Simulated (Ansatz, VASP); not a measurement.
## Two plane-wave programs on Mg3MoBr2

```xyz
6
Lattice="6.3220 0.0000 0.0000 -3.1610 5.4750 0.0000 0.0000 0.0000 4.3569" Properties=species:S:1:pos:R:3 pbc="T T T"
Mg    3.1610    0.0000    2.1785
Mg   -1.5805    2.7375    2.1785
Mg    1.5805    2.7375    2.1785
Mo    0.0000    0.0000    0.0000
Br    0.0000    3.6500    2.1785
Br    3.1610    1.8250    2.1785
```

Alike in both runs: task single point; functional PBE; k mesh 3 × 3 × 4; occupations gaussian, width 0.1 eV; collinear spin.

```csv
,VASP,Ansatz
version,VASP 6.6.1,Ansatz 0.2.0
potentials or method,"VASP PAW PBE potentials, release 64 (Mg, Mo_sv, Br), cutoff 520 eV","scalar-relativistic, plane waves, PAW"
valence electrons in the cell,34,58
```

Ansatz gave:

| Item | Value |
| --- | --- |
| gap on the k mesh at the Fermi level (eV) | none |
| net moment per atom (μB) | 0.75 |
| size of the moment on the site where the two differ most (μB) | 3.98 |

Task: What did VASP give for the same quantities?

Result: gap on the k mesh at the Fermi level (eV): none; net moment per atom (μB): 0.75; size of the moment on the site where the two differ most (μB): 3.45.

Site moments also hang on the region over which each program counts them. A gap of «none» marks a metal or a gap that the smearing closes. VASP's potentials hold 34 valence electrons a cell and Ansatz's 58, so a difference there can come from the potentials and not from the codes.

The k mesh is coarse, so the values compare programs but aren't converged.
